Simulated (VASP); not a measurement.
# Cu (I4/mmm) in VASP: a series of runs

The runs below take Cu through single point, relaxation of cell and atoms, with PBEsol.

Everything below comes from runs of VASP 6.6.1. Logs are shortened: lines on timing, memory, paths and dates and some standing lists are left out, and cuts for length are marked.

### 1 The cell of the first run

Symmetry: I4/mmm, No. 139, tetragonal system. Conventional cell: a = 2.889 Å, b = 2.889 Å, c = 2.725 Å, α = 90.00°, β = 90.00°, γ = 90.00°. Within 3.2 Å of Cu (site symmetry 4/mmm) lie 14 Cu at 2.46 to 2.89 Å.

### 2 Single point, PBEsol

File INCAR:

```
  ALGO = Normal
  EDIFF = 1E-6
  ENCUT = 520
  GGA = PS
  ISIF = 2
  ISMEAR = 1
  LASPH = True
  LCHARG = True
  LELF = True
  LREAL = False
  LVHAR = True
  LWAVE = False
  NBANDS = 12
  NELM = 60
  PREC = Accurate
  SIGMA = 0.1
```

File KPOINTS:

```
k-points
0
Gamma
  11 11 11
```

File POSCAR:

```
Cu
1.0
   -1.4445979855      1.4445979855      1.3626098443
    1.4445979855     -1.4445979855      1.3626098443
    1.4445979855      1.4445979855     -1.3626098443
Cu
1
Direct
    0.0000000000      0.0000000000      0.0000000000
```

Potentials or basis: VASP PAW PBE potentials, release 64 (Cu).

Started as:

```console
$ cat potpaw_PBE.64/Cu/POTCAR > POTCAR
$ mpirun -np 1 vasp_std > vasp.out
```

OUTCAR:

```text
EDIFF = 1E-6
   ENCUT = 520
   GGA = PS
   ISIF = 2
   ISMEAR = 1
   LASPH = True
   LREAL = False
   NELM = 60
   PREC = Accurate

 ion  position               nearest neighbor table
   1  0.000  0.000  0.000-

  LATTYP: Found a body centered tetragonal cell.
 ALAT       =     2.8891959710
 C/A-ratio  =     0.9432450121

  Lattice vectors:

 A1 = (  -1.4445979855,   1.4445979855,   1.3626098443)
 A2 = (   1.4445979855,  -1.4445979855,   1.3626098443)
 A3 = (   1.4445979855,   1.4445979855,  -1.3626098443)

Analysis of symmetry for initial positions (statically):
=====================================================================
 Subroutine PRICEL returns:
 Original cell was already a primitive cell.

 Routine SETGRP: Setting up the symmetry group for a
 body centered tetragonal supercell.

 Subroutine GETGRP returns: Found 16 space group operations
 (whereof 16 operations were pure point group operations)
 out of a pool of 16 trial point group operations.

The static configuration has the point symmetry D_4h.

Analysis of symmetry for dynamics (positions and initial velocities):
=====================================================================
 Subroutine PRICEL returns:
 Original cell was already a primitive cell.

 Routine SETGRP: Setting up the symmetry group for a
 body centered tetragonal supercell.

 Subroutine GETGRP returns: Found 16 space group operations
 (whereof 16 operations were pure point group operations)
 out of a pool of 16 trial point group operations.

The dynamic configuration has the point symmetry D_4h.

 Subroutine INISYM returns: Found 16 space group operations
 (whereof 16 operations are pure point group operations),
 and found     1 'primitive' translations

----------------------------------------------------------------------------------------

                                     Primitive cell

  volume of cell :      11.3743

  direct lattice vectors                    reciprocal lattice vectors
    -1.444597985  1.444597985  1.362609844     0.000000000  0.346117055  0.366942894
     1.444597985 -1.444597985  1.362609844     0.346117055  0.000000000  0.366942894
     1.444597985  1.444597985 -1.362609844     0.346117055  0.346117055  0.000000000

  length of vectors
     2.455693846  2.455693846  2.455693846     0.504424527  0.504424527  0.489483433

  position of ions in fractional coordinates (direct lattice)
     0.000000000  0.000000000  0.000000000

  ion indices of the primitive-cell ions
   primitive index   ion index
                 1           1

----------------------------------------------------------------------------------------

 KPOINTS: k-points

Automatic generation of k-mesh.
 Grid dimensions read from file:
 generate k-points for:   11   11   11

 Generating k-lattice:

  Cartesian coordinates                     Fractional coordinates (reciprocal lattice)
     0.000000000  0.031465187  0.033358445     0.090909091  0.000000000  0.000000000
     0.031465187  0.000000000  0.033358445     0.000000000  0.090909091  0.000000000
     0.031465187  0.031465187  0.000000000     0.000000000  0.000000000  0.090909091

  Length of vectors
     0.045856775  0.045856775  0.044498494

  Shift w.r.t. Gamma in fractional coordinates (k-lattice)
     0.000000000  0.000000000  0.000000000

 Subroutine IBZKPT returns following result:
 ===========================================

 Found    126 irreducible k-points:

 Following reciprocal coordinates:
            Coordinates               Weight
  0.000000  0.000000  0.000000      1.000000
  0.090909  0.000000 -0.000000      8.000000
  0.181818 -0.000000  0.000000      8.000000
  0.272727  0.000000 -0.000000      8.000000
  0.363636  0.000000  0.000000      8.000000
  0.454545  0.000000 -0.000000      8.000000
[... 16 lines left out ...]
 -0.272727  0.181818  0.000000     16.000000
 -0.181818  0.181818  0.000000      4.000000
 [... further k-points ...]
   k-points           NKPTS =    126   k-points in BZ     NKDIM =    126   number of bands    NBANDS=     12
   number of dos      NEDOS =    301   number of ions     NIONS =      1
   total plane-waves  NPLWV =   5832
   dimension x,y,z NGX =    18 NGY =   18 NGZ =   18
   dimension x,y,z NGXF=    36 NGYF=   36 NGZF=   36
   ions per type =               1
   NGX,Y,Z   is equivalent  to a cutoff of  12.19, 12.19, 12.19 a.u.
   NGXF,Y,Z  is equivalent  to a cutoff of  24.37, 24.37, 24.37 a.u.
 SYSTEM =  unknown system
   PREC   = accura    normal or accurate (medium, high low for compatibility)
   ISTART =      0    job   : 0-new  1-cont  2-samecut
   ICHARG =      2    charge: 1-file 2-atom 10-const
   ISPIN  =      1    spin polarized calculation?
   LNONCOLLINEAR =      F non collinear calculations
   LSORBIT =      F    spin-orbit coupling
   LASPH  =      T    aspherical Exc in radial PAW
   ENCUT  =  520.0 eV  38.22 Ry    6.18 a.u.   4.57  4.57  4.57*2*pi/ulx,y,z
   NELM   =     60;   NELMIN=  2; NELMDL= -5     # of ELM steps
   EDIFF  = 0.1E-05   stopping-criterion for ELM
   LREAL  =      F    real-space projection
   EDIFFG = 0.1E-04   stopping-criterion for IOM
   NSW    =      0    number of steps for IOM
   IBRION =     -1    ionic relax: 0-MD 1-quasi-New 2-CG
   NFREE  =      0    steps in history (QN), initial steepest desc. (CG)
   ISIF   =      2    stress and relaxation
   ISYM   =      2    0-nonsym 1-usesym 2-fastsym
   POTIM  = 0.5000    time-step for ionic-motion
   TEBEG  =    0.0;   TEEND  =   0.0 temperature during run
   PSTRESS=    0.0 pullay stress
   NELECT =      11.0000    total number of electrons
   NUPDOWN=      -1.0000    fix difference up-down
   EMIN   =  10.00;   EMAX   =-10.00  energy-range for DOS
   EFERMI =   0.00;   METHOD = LEGACY
   ISMEAR =     1;   SIGMA  =   0.10  broadening in eV -4-tet -1-fermi 0-gaus
   EFERMI_NEDOS =   21; number of points for ismear=-14 and -15
   IALGO  =     38    algorithm
   IMIX   =      4    mixing-type and parameters
     AMIX     =   0.40;   BMIX     =  1.00
     AMIX_MAG =   1.60;   BMIX_MAG =  1.00
  volume/ion in A,a.u.               =      11.37        76.76
  Fermi-wavevector in a.u.,A,eV,Ry     =   1.618939  3.059352 35.660384  2.620964
  Thomas-Fermi vector in A             =   2.713121
   LORBIT       =      0    0 simple, 1 ext, 2 COOP (PROOUT), +10 PAW based schemes
   GGA     = PS    functional components
   LHFCALC =     F    Hartree Fock is set to
   AEXX    =    0.0000 exact exchange contribution
   IVDW    =     0    specifies the selected vdW correction
   LEPSILON=     F    determine dielectric tensor
   LRPA    =     F    only Hartree local field effects (RPA)
 non-spin polarized calculation
 Methfessel and Paxton  Order N= 1 SIGMA  =   0.10
  energy-cutoff  :      520.00
  volume of cell :       11.37
 maximum number of plane-waves:       319
   NGX =  9   NGY =  9   NGZ =  9

 number of electron      11.0000007 magnetization

 Free energy of the ion-electron system (eV)
  ---------------------------------------------------
  ext. energy  EPLUGINS =         0.00000000
  ---------------------------------------------------
  free energy    TOTEN  =        -4.27676952 eV

  energy without entropy =       -4.27631974  energy(sigma->0) =       -4.27661959

 E-fermi :   7.7963     XC(G=0): -13.1278

 val. band max:        7.7827010826   @ k =  -0.2727   0.4545   0.0909
 cond. band min:       7.9080039771   @ k =   0.4545   0.4545  -0.0000
 fundamental gap:      0.1253028944
 Fermi energy:         7.7962503374

 k-point     1 :       0.0000    0.0000    0.0000
  band No.  band energies     occupation
      1      -1.7991      2.00000
      2       4.5137      2.00000
      3       4.7589      2.00000
      4       4.7589      2.00000
      5       5.5958      2.00000
      6       5.8639      2.00000
      7      32.6525      0.00000
      8      32.6525      0.00000
      9      34.2433      0.00000
     10      36.7982      0.00000
     11      36.9271      0.00000
     12      36.9272      0.00000

 k-point     2 :       0.0909    0.0000   -0.0000
  band No.  band energies     occupation
      1      -1.4659      2.00000
      2       4.5185      2.00000
      3       4.7461      2.00000
      4       4.8158      2.00000
      5       5.6005      2.00000
      6       5.8173      2.00000
      7      30.6677      0.00000
      8      31.8615      0.00000
      9      32.1027      0.00000
     10      34.1901      0.00000
     11      35.0848      0.00000
     12      36.1030      0.00000

 k-point     3 :       0.1818   -0.0000    0.0000
  band No.  band energies     occupation
      1      -0.5025      2.00000
      2       4.3802      2.00000
      3       4.6806      2.00000
      4       5.1364      2.00000
      5       5.6206      2.00000
      6       5.7560      2.00000
      7      25.8528      0.00000
      8      29.6568      0.00000
      9      30.3001      0.00000
     10      31.6224      0.00000
     11      33.6869      0.00000
     12      36.9750      0.00000
[... 286 lines left out ...]
 k-point    23 :      -0.2727    0.1818    0.0000
  band No.  band energies     occupation
      1       0.2919      2.00000
      2       4.4080      2.00000
      3       4.4730      2.00000
      4       5.4075      2.00000
      5       5.5732      2.00000
      6       5.8401      2.00000
      7      22.2973      0.00000
      8      26.9057      0.00000
      9      29.8602      0.00000
     10      33.0347      0.00000
     11      35.2962      0.00000
     12      37.0480      0.00000

 k-point    24 :      -0.1818    0.1818    0.0000
  band No.  band energies     occupation
      1      -0.5783      2.00000
      2       4.5107      2.00000
      3       4.5665      2.00000
      4       5.2184      2.00000
      5       5.4338      2.00000
      6       5.8354      2.00000
      7      24.4781      0.00000
      8      30.8208      0.00000
      9      32.4078      0.00000
     10      32.4711      0.00000
     11      34.2979      0.00000
     12      35.2025      0.00000

 [... further k-points ...]

------------------------ aborting loop because EDIFF is reached ----------------------------------------

  FORCE on cell =-STRESS in cart. coord.  units (eV):
  Direction    XX          YY          ZZ          XY          YZ          ZX
  --------------------------------------------------------------------------------------
  -------------------------------------------------------------------------------------
  Total        0.0563442      0.0563442      0.0467395      0.0000000      0.0000000      0.0000000
  in kB        7.9366025      7.9366025      6.5836870      0.0000000      0.0000000      0.0000000
  external PRESSURE =       7.4856307 kB  Pullay stress =       0.0000000 kB

 VOLUME and BASIS-vectors are now :
 -----------------------------------------------------------------------------
  energy-cutoff  :      520.00
  volume of cell :       11.37
      direct lattice vectors                 reciprocal lattice vectors
    -1.444597985  1.444597985  1.362609844     0.000000000  0.346117055  0.366942894
     1.444597985 -1.444597985  1.362609844     0.346117055  0.000000000  0.366942894
     1.444597985  1.444597985 -1.362609844     0.346117055  0.346117055  0.000000000

 POSITION                                       TOTAL-FORCE (eV/Angst)
 -----------------------------------------------------------------------------------
      0.00000      0.00000      0.00000         0.000000      0.000000      0.000000
 -----------------------------------------------------------------------------------
    total drift:                                0.000000      0.000000      0.000000

  FREE ENERGIE OF THE ION-ELECTRON SYSTEM (eV)
  ---------------------------------------------------
  free  energy   TOTEN  =        -4.2767695188 eV

  energy  without entropy=       -4.2763197419  energy(sigma->0) =       -4.27661959
```

Wall time 9.2 s (1 thread of Intel Xeon Platinum 8375C at 2.90GHz (Ice Lake), shared host); peak memory 0.13 GiB.

What came out:

```
Free energy : -4.2768 eV
Pressure    : 0.7 GPa
```

Caveat: the PAW data sets were made with another functional, which shifts forces and pressure a little.

### 3 Relaxation of cell and atoms, PBEsol

This run uses another cell than the first one, of 11.46 Å³/atom, 1.007 times its volume.

File INCAR:

```
PREC = Accurate ; ENCUT = 600
EDIFF = 1E-6 ; ISMEAR = 1
SIGMA = 0.1 ; LREAL = False
LASPH = True ; NELM = 60
ALGO = Normal ; ISIF = 3
LWAVE = False ; LCHARG = False
GGA = PS ; IBRION = 2
NSW = 60 ; EDIFFG = -0.01
```

File KPOINTS:

```
Automatic mesh
0
Gamma
  11 11 11
```

File POSCAR:

```
Cu
1.0
   -1.4427930000      1.4427930000      1.3760810000
    1.4427930000     -1.4427930000      1.3760810000
    1.4427930000      1.4427930000     -1.3760810000
Cu
1
Direct
    0.0000000000      0.0000000000      0.0000000000
```

Potentials or basis: VASP PAW PBE potentials, release 64 (Cu).

Started as:

```console
$ cat potpaw_PBE.64/Cu/POTCAR > POTCAR
$ mpirun -np 1 vasp_std > vasp.out
```

Wall time 34 s (1 thread of Intel Xeon Platinum 8375C at 2.90GHz (Ice Lake), shared host); peak memory 0.14 GiB.

The run converged. Its results:

```
Free energy                            : -4.2771 eV
Relaxed volume                         : 11.43 Å³/atom
Relaxed cell                           : a = 2.460 Å, b = 2.460 Å, c = 2.460 Å, α = 107.87°, β = 107.87°, γ = 112.72°
Space group after relaxing (to 0.05 Å) : I4/mmm (No. 139)
Energy gained by relaxing              : 0.3 meV/atom
Ionic steps                            : 8
Pressure after relaxing                : 0.0 GPa
```

Step by step:
```csv
step,energy change (eV),largest force (eV/Å),pressure (GPa),volume (Å³)
1,0.0000,0.0000,-0.42,11.46
2,-0.0001,0.0000,0.34,11.41
3,-0.0001,0.0000,0.27,11.41
4,-0.0003,0.0000,0.18,11.42
5,-0.0003,0.0000,-0.26,11.45
6,-0.0003,0.0000,-0.12,11.44
7,-0.0003,0.0000,0.13,11.42
8,-0.0003,0.0000,0.02,11.43
```

Final structure:
```
Cu
1.0
    -1.44815    1.44815    1.36279
     1.44815   -1.44815    1.36279
     1.44815    1.44815   -1.36279
Cu
1
Direct
  0.00000 0.00000 0.00000
```

Levels at points of the mesh, in eV from the Fermi level:
```
           k point  band 2  band 3  band 4  band 5  band 6  band 7  band 8  band 9
(0.00, 0.00, 0.00)   -3.27   -3.01   -3.01   -2.19   -1.92   24.78   24.78   26.44
```

Caveat: the PAW data sets were made with another functional, which shifts forces and pressure a little.
